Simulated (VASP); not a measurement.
# Zr3H2 in VASP: a series of runs

The runs below take Zr3H2 through single point, relaxation of cell and atoms, with PBE.

Program: VASP 6.6.1. These are calculated values, not measurements. Logs are shortened: lines on timing, memory, paths and dates and some standing lists are left out, and cuts for length are marked.

## (1) The cell of the first run

The typed cell holds 5 atoms: a = 5.940 Å, b = 5.940 Å, c = 2.970 Å, α = 90.00°, β = 90.00°, γ = 120.00°.

The cell was generated, and may not be a known phase.

## (2) Single point, PBE

The input, INCAR:

```
SYSTEM = Zr3H2
PREC     = Accurate       ! precision mode
ENCUT    = 520            ! plane-wave cutoff, eV
EDIFF    = 1E-6           ! SCF threshold, eV
ISMEAR   = 0              ! smearing method
SIGMA    = 0.1            ! smearing width, eV
LREAL    = .FALSE.        ! projectors in reciprocal space
LASPH    = .TRUE.         ! aspherical terms in the spheres
NELM     = 100            ! most SCF steps
ALGO     = Fast           ! electronic algorithm
ISIF     = 2              ! what is computed and relaxed
LWAVE    = .FALSE.        ! write WAVECAR
LCHARG   = .TRUE.         ! write CHGCAR
GGA      = PE             ! functional
LELF     = .TRUE.         ! ELF
LVHAR    = .TRUE.       
NBANDS   = 27             ! bands
```

The input, KPOINTS:

```
regular mesh
0
G
  6 6 6
  0 0 0
```

The input, POSCAR:

```
Zr3H2
1.0
    5.9401901954      0.0000000000      0.0000000000
   -2.9700950977      5.1443556126      0.0000000000
    0.0000000000      0.0000000000      2.9700314749
Zr H
3 2
Direct
    0.5000000000      0.0000000000     -0.0249850016
    0.0000000000      0.5000000000     -0.0249850016
    0.5000000000      0.5000000000     -0.0249850016
    0.6666666667      0.3333333333      0.4749775025
    0.3333333333      0.6666666667      0.4749775025
```

Potentials or basis: VASP PAW PBE potentials, release 64 (Zr_sv, H).

Started as:

```bash
$ cat potpaw_PBE.64/Zr_sv/POTCAR potpaw_PBE.64/H/POTCAR > POTCAR
$ mpirun -np 1 vasp_std > vasp.out
```

OUTCAR:

```text
SYSTEM = Zr3H2
   PREC = Accurate
   ENCUT = 520
   EDIFF = 1E-6
   ISMEAR = 0
   LREAL = .FALSE.
   LASPH = .TRUE.
   NELM = 100
   ISIF = 2
   GGA = PE

 ion  position               nearest neighbor table
   1  0.500  0.000  0.975-   4 2.27   5 2.27   4 2.27   5 2.27   2 2.97   3 2.97   3 2.97   2 2.97

   2  0.000  0.500  0.975-   4 2.27   5 2.27   4 2.27   5 2.27   3 2.97   3 2.97   1 2.97   1 2.97

   3  0.500  0.500  0.975-   4 2.27   5 2.27   4 2.27   5 2.27   2 2.97   2 2.97   1 2.97   1 2.97

   4  0.667  0.333  0.475-   2 2.27   1 2.27   3 2.27   2 2.27   1 2.27   3 2.27
   5  0.333  0.667  0.475-   2 2.27   1 2.27   3 2.27   2 2.27   1 2.27   3 2.27

  LATTYP: Found a hexagonal cell.
 ALAT       =     5.9401901954
 C/A-ratio  =     0.4999892894

  Lattice vectors:

 A1 = (   5.9401901954,   0.0000000000,   0.0000000000)
 A2 = (  -2.9700950977,   5.1443556126,   0.0000000000)
 A3 = (   0.0000000000,   0.0000000000,   2.9700314749)

Analysis of symmetry for initial positions (statically):
=====================================================================
 Subroutine PRICEL returns:
 Original cell was already a primitive cell.

 Routine SETGRP: Setting up the symmetry group for a
 hexagonal supercell.

 Subroutine GETGRP returns: Found 12 space group operations
 (whereof 12 operations were pure point group operations)
 out of a pool of 24 trial point group operations.

The static configuration has the point symmetry C_6v.

Analysis of symmetry for dynamics (positions and initial velocities):
=====================================================================
 Subroutine PRICEL returns:
 Original cell was already a primitive cell.

 Routine SETGRP: Setting up the symmetry group for a
 hexagonal supercell.

 Subroutine GETGRP returns: Found 12 space group operations
 (whereof 12 operations were pure point group operations)
 out of a pool of 24 trial point group operations.

The dynamic configuration has the point symmetry C_6v.

 Subroutine INISYM returns: Found 12 space group operations
 (whereof 12 operations are pure point group operations),
 and found     1 'primitive' translations

----------------------------------------------------------------------------------------

                                     Primitive cell

  volume of cell :      90.7596

  direct lattice vectors                    reciprocal lattice vectors
     5.940190195  0.000000000  0.000000000     0.168344778  0.097193903  0.000000000
    -2.970095098  5.144355613  0.000000000     0.000000000  0.194387806  0.000000000
     0.000000000  0.000000000  2.970031475     0.000000000  0.000000000  0.336696769

  length of vectors
     5.940190195  5.940190195  2.970031475     0.194387806  0.194387806  0.336696769

  position of ions in fractional coordinates (direct lattice)
     0.500000000  0.000000000  0.975014998
     0.000000000  0.500000000  0.975014998
     0.500000000  0.500000000  0.975014998
     0.666666667  0.333333333  0.474977503
     0.333333333  0.666666667  0.474977503

  ion indices of the primitive-cell ions
   primitive index   ion index
                 1           1
                 2           2
                 3           3
                 4           4
                 5           5

----------------------------------------------------------------------------------------

 KPOINTS: regular mesh

Automatic generation of k-mesh.
 Grid dimensions read from file:
 generate k-points for:    6    6    6

 Generating k-lattice:

  Cartesian coordinates                     Fractional coordinates (reciprocal lattice)
     0.028057463  0.016198984  0.000000000     0.166666667  0.000000000  0.000000000
     0.000000000  0.032397968  0.000000000     0.000000000  0.166666667  0.000000000
     0.000000000  0.000000000  0.056116128     0.000000000  0.000000000  0.166666667

  Length of vectors
     0.032397968  0.032397968  0.056116128

  Shift w.r.t. Gamma in fractional coordinates (k-lattice)
     0.000000000  0.000000000  0.000000000

 Subroutine IBZKPT returns following result:
 ===========================================

 Found     28 irreducible k-points:

 Following reciprocal coordinates:
            Coordinates               Weight
  0.000000  0.000000  0.000000      1.000000
  0.166667  0.000000  0.000000      6.000000
  0.333333 -0.000000  0.000000      6.000000
  0.500000  0.000000  0.000000      3.000000
  0.166667  0.166667  0.000000      6.000000
  0.333333  0.166667  0.000000     12.000000
[... 16 lines left out ...]
  0.166667  0.000000  0.500000      6.000000
  0.333333 -0.000000  0.500000      6.000000
 [... further k-points ...]
   k-points           NKPTS =     28   k-points in BZ     NKDIM =     28   number of bands    NBANDS=     27
   number of dos      NEDOS =    301   number of ions     NIONS =      5
   total plane-waves  NPLWV =  55296
   dimension x,y,z NGX =    48 NGY =   48 NGZ =   24
   dimension x,y,z NGXF=    96 NGYF=   96 NGZF=   48
   ions per type =               3   2
   NGX,Y,Z   is equivalent  to a cutoff of  13.43, 13.43, 13.43 a.u.
   NGXF,Y,Z  is equivalent  to a cutoff of  26.87, 26.87, 26.87 a.u.
 SYSTEM =  Zr3H2
   PREC   = accura    normal or accurate (medium, high low for compatibility)
   ISTART =      0    job   : 0-new  1-cont  2-samecut
   ICHARG =      2    charge: 1-file 2-atom 10-const
   ISPIN  =      1    spin polarized calculation?
   LNONCOLLINEAR =      F non collinear calculations
   LSORBIT =      F    spin-orbit coupling
   LASPH  =      T    aspherical Exc in radial PAW
   ENCUT  =  520.0 eV  38.22 Ry    6.18 a.u.  11.04 11.04  5.52*2*pi/ulx,y,z
   NELM   =    100;   NELMIN=  2; NELMDL= -5     # of ELM steps
   EDIFF  = 0.1E-05   stopping-criterion for ELM
   LREAL  =      F    real-space projection
   EDIFFG = 0.1E-04   stopping-criterion for IOM
   NSW    =      0    number of steps for IOM
   IBRION =     -1    ionic relax: 0-MD 1-quasi-New 2-CG
   NFREE  =      0    steps in history (QN), initial steepest desc. (CG)
   ISIF   =      2    stress and relaxation
   ISYM   =      2    0-nonsym 1-usesym 2-fastsym
   POTIM  = 0.5000    time-step for ionic-motion
   TEBEG  =    0.0;   TEEND  =   0.0 temperature during run
   PSTRESS=    0.0 pullay stress
   NELECT =      38.0000    total number of electrons
   NUPDOWN=      -1.0000    fix difference up-down
   EMIN   =  10.00;   EMAX   =-10.00  energy-range for DOS
   EFERMI =   0.00;   METHOD = LEGACY
   ISMEAR =     0;   SIGMA  =   0.10  broadening in eV -4-tet -1-fermi 0-gaus
   EFERMI_NEDOS =   21; number of points for ismear=-14 and -15
   IALGO  =     68    algorithm
   IMIX   =      4    mixing-type and parameters
     AMIX     =   0.40;   BMIX     =  1.00
     AMIX_MAG =   1.60;   BMIX_MAG =  1.00
  volume/ion in A,a.u.               =      18.15       122.50
  Fermi-wavevector in a.u.,A,eV,Ry     =   1.224725  2.314395 20.408075  1.499951
  Thomas-Fermi vector in A             =   2.359789
   LORBIT       =      0    0 simple, 1 ext, 2 COOP (PROOUT), +10 PAW based schemes
   GGA     = PE    functional components
   LHFCALC =     F    Hartree Fock is set to
   AEXX    =    0.0000 exact exchange contribution
   IVDW    =     0    specifies the selected vdW correction
   LEPSILON=     F    determine dielectric tensor
   LRPA    =     F    only Hartree local field effects (RPA)
 non-spin polarized calculation
 RMM-DIIS sequential band-by-band and
 Gauss-broadening in eV      SIGMA  =   0.10
  energy-cutoff  :      520.00
  volume of cell :       90.76
 maximum number of plane-waves:      2483
 NGX is ok and might be reduce to    48
   NGX = 23   NGY = 23   NGZ = 11

 number of electron      37.9999999 magnetization

 Free energy of the ion-electron system (eV)
  ---------------------------------------------------
  ext. energy  EPLUGINS =         0.00000000
  ---------------------------------------------------
  free energy    TOTEN  =       -30.38901995 eV

  energy without entropy =      -30.35973593  energy(sigma->0) =      -30.37437794

 E-fermi :   6.3314     XC(G=0):  -9.9051

 val. band max:        6.3211463761   @ k =   0.3333  -0.0000   0.3333
 cond. band min:       6.3613874531   @ k =   0.0000   0.0000   0.1667
 fundamental gap:      0.0402410770
 Fermi energy:         6.3313905470

 k-point     1 :       0.0000    0.0000    0.0000
  band No.  band energies     occupation
      1     -42.4503      2.00000
      2     -42.2761      2.00000
      3     -42.2761      2.00000
      4     -21.2694      2.00000
      5     -20.7489      2.00000
      6     -20.7489      2.00000
[... 19 lines left out ...]
     26       9.6093      0.00000
     27       9.6093      0.00000

 k-point     2 :       0.1667    0.0000    0.0000
  band No.  band energies     occupation
      1     -42.4402      2.00000
      2     -42.2866      2.00000
      3     -42.2761      2.00000
      4     -21.2033      2.00000
      5     -20.7390      2.00000
      6     -20.7043      2.00000
[... 19 lines left out ...]
     26       9.5604      0.00000
     27       9.7937      0.00000

 k-point     3 :       0.3333   -0.0000    0.0000
  band No.  band energies     occupation
      1     -42.4141      2.00000
      2     -42.3136      2.00000
      3     -42.2762      2.00000
      4     -21.0506      2.00000
      5     -20.6834      2.00000
      6     -20.5818      2.00000
[... 19 lines left out ...]
     26       9.7360      0.00000
     27       9.7401      0.00000

 k-point     4 :       0.5000    0.0000    0.0000
  band No.  band energies     occupation
      1     -42.3930      2.00000
      2     -42.3351      2.00000
      3     -42.2762      2.00000
      4     -20.9686      2.00000
      5     -20.5102      2.00000
      6     -20.4720      2.00000
[... 19 lines left out ...]
     26       9.5832      0.00000
     27       9.7591      0.00000
[... 516 lines left out ...]
      4     -21.0737      2.00000
      5     -21.0613      2.00000
      6     -20.8181      2.00000
[... 19 lines left out ...]
     26      10.3503      0.00000
     27      11.8029      0.00000

 k-point    23 :       0.1667    0.0000    0.5000
  band No.  band energies     occupation
      1     -42.3224      2.00000
      2     -42.1753      2.00000
      3     -42.1653      2.00000
      4     -21.0591      2.00000
      5     -21.0001      2.00000
      6     -20.8337      2.00000
[... 19 lines left out ...]
     26      10.7021      0.00000
     27      10.8694      0.00000

 k-point    24 :       0.3333   -0.0000    0.5000
  band No.  band energies     occupation
      1     -42.2974      2.00000
      2     -42.2011      2.00000
      3     -42.1653      2.00000
      4     -21.0210      2.00000
      5     -20.8736      2.00000
      6     -20.8629      2.00000
[... 19 lines left out ...]
     26       9.3661      0.00000
     27      10.4264      0.00000

 [... further k-points ...]

------------------------ aborting loop because EDIFF is reached ----------------------------------------

  FORCE on cell =-STRESS in cart. coord.  units (eV):
  Direction    XX          YY          ZZ          XY          YZ          ZX
  --------------------------------------------------------------------------------------
  -------------------------------------------------------------------------------------
  Total        0.0685549      0.0685549      0.0193540     -0.0000000      0.0000000      0.0000000
  in kB        1.2101990      1.2101990      0.3416556     -0.0000000      0.0000000      0.0000000
  external PRESSURE =       0.9206845 kB  Pullay stress =       0.0000000 kB

 VOLUME and BASIS-vectors are now :
 -----------------------------------------------------------------------------
  energy-cutoff  :      520.00
  volume of cell :       90.76
      direct lattice vectors                 reciprocal lattice vectors
     5.940190195  0.000000000  0.000000000     0.168344778  0.097193903  0.000000000
    -2.970095098  5.144355613  0.000000000     0.000000000  0.194387806  0.000000000
     0.000000000  0.000000000  2.970031475     0.000000000  0.000000000  0.336696769

 POSITION                                       TOTAL-FORCE (eV/Angst)
 -----------------------------------------------------------------------------------
      2.97010      0.00000      2.89583        -0.000000      0.000000     -0.000196
     -1.48505      2.57218      2.89583         0.000000      0.000000     -0.000196
      1.48505      2.57218      2.89583         0.000000     -0.000000     -0.000196
      2.97010      1.71479      1.41070         0.000000     -0.000000      0.000294
     -0.00000      3.42957      1.41070        -0.000000      0.000000      0.000294
 -----------------------------------------------------------------------------------
    total drift:                                0.000000      0.000000      0.000201

  FREE ENERGIE OF THE ION-ELECTRON SYSTEM (eV)
  ---------------------------------------------------
  free  energy   TOTEN  =       -30.3890199544 eV

  energy  without entropy=      -30.3597359314  energy(sigma->0) =      -30.37437794
```

Wall time 2.8 min (1 thread of Oxide Virtual Turin-like, shared host); peak memory 0.21 GiB.

Results:

```
Free energy            : -30.3890 eV
Pressure               : 0.1 GPa
Band gap on the k mesh : zero (bands 19 and 20 overlap by 1.31 eV)
```

Stress tensor (GPa, compression positive):
```
0.12 0.00 0.00
0.00 0.12 0.00
0.00 0.00 0.03
```

Levels at points of the mesh, in eV from the Fermi level:
```tsv
k point	band 16	band 17	band 18	band 19	band 20	band 21	band 22	band 23
(0.00, 0.00, 0.00)	-2.00	-2.00	-1.74	-0.87	-0.87	1.32	2.10	2.10
(0.50, 0.00, 0.00)	-1.56	-1.50	-1.34	-0.58	0.20	0.34	0.38	2.06
(0.00, 0.00, 0.50)	-1.77	-1.77	-0.50	-0.50	-0.34	2.04	2.32	2.32
(0.50, 0.00, 0.50)	-1.52	-0.66	-0.08	0.22	0.79	1.37	1.62	1.69
```

[end of part 1 of 3]

The gap in the log of VASP goes by the Fermi energy; the results here count the filled bands.